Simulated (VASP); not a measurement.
W: single point with r2SCAN

W:

```
CELL_PARAMETERS angstrom
0.00000 -2.03000 -2.03000
0.00000 2.03000 -2.03000
4.06000 0.00000 0.00000
ATOMIC_POSITIONS crystal
W 0.52612 0.50000 0.50000
W 0.97388 0.00000 0.00000
```

This cell differs from its parent crystal: atoms displaced along a vibrational mode.

```
Program             : VASP 6.6.1
Task                : single point
Functional          : r2SCAN
Potentials or basis : VASP PAW PBE potentials, release 64 (W_sv)
Cutoff              : 550 eV
k mesh              : 16 × 16 × 12
Occupations         : gaussian, width 0.15 eV
Spin                : no spin polarisation
```

| Property | Result |
| --- | --- |
| Pressure | -6.8 GPa |
| Largest force | 0.371 eV/Å |
| Band gap on the k mesh | zero (bands 14 and 15 overlap by 3.17 eV) |

Forces on the atoms (eV/Å):
```
W    0.000  0.262  0.262
W    0.000 -0.262 -0.262
```

Stress tensor (GPa, compression positive):
```
-5.95  0.00  0.00
 0.00 -7.24 -3.38
 0.00 -3.38 -7.24
```

Levels at points of the mesh, in eV from the Fermi level:
| k point | band 10 | band 11 | band 12 | band 13 | band 14 | band 15 | band 16 | band 17 | band 18 | band 19 |
| --- | --- | --- | --- | --- | --- | --- | --- | --- | --- | --- |
| (0.00, 0.00, 0.00) | -5.59 | -4.65 | -0.67 | -0.65 | -0.45 | 2.66 | 2.77 | 2.90 | 5.09 | 5.50 |
| (0.50, 0.00, 0.00) | -4.06 | -2.58 | -2.35 | -1.80 | -1.31 | 0.86 | 1.16 | 1.53 | 3.04 | 6.19 |
| (0.00, 0.50, 0.00) | -4.29 | -2.27 | -2.27 | -1.96 | -1.96 | 1.15 | 1.15 | 2.38 | 2.38 | 6.70 |
| (0.50, 0.50, 0.00) | -5.58 | -4.65 | -4.65 | 2.75 | 2.75 | 5.33 | 5.33 | 5.66 | 5.66 | 5.77 |
| (0.00, 0.00, 0.50) | -6.35 | -3.08 | -3.08 | -0.14 | -0.14 | 1.51 | 1.51 | 1.85 | 1.85 | 3.90 |
| (0.50, 0.00, 0.50) | -5.79 | -0.80 | -0.80 | -0.72 | -0.72 | 0.43 | 0.43 | 5.08 | 5.08 | 5.19 |
| (0.00, 0.50, 0.50) | -5.79 | -0.81 | -0.81 | -0.62 | -0.62 | 0.39 | 0.39 | 4.87 | 4.87 | 5.13 |
| (0.50, 0.50, 0.50) | -3.88 | -2.25 | -2.25 | -2.05 | -2.05 | 1.51 | 1.51 | 5.78 | 5.78 | 10.08 |

It took 24 min on 1 thread of Oxide Virtual Turin-like Processor (shared host), peak memory 0.39 GiB.

Caveat: the cell differs from its parent crystal (atoms displaced along a vibrational mode); the cell stands under tension; the PAW data sets were made with another functional, which shifts forces and pressure a little; spin-orbit coupling is left out, which moves the levels of the heavy elements.
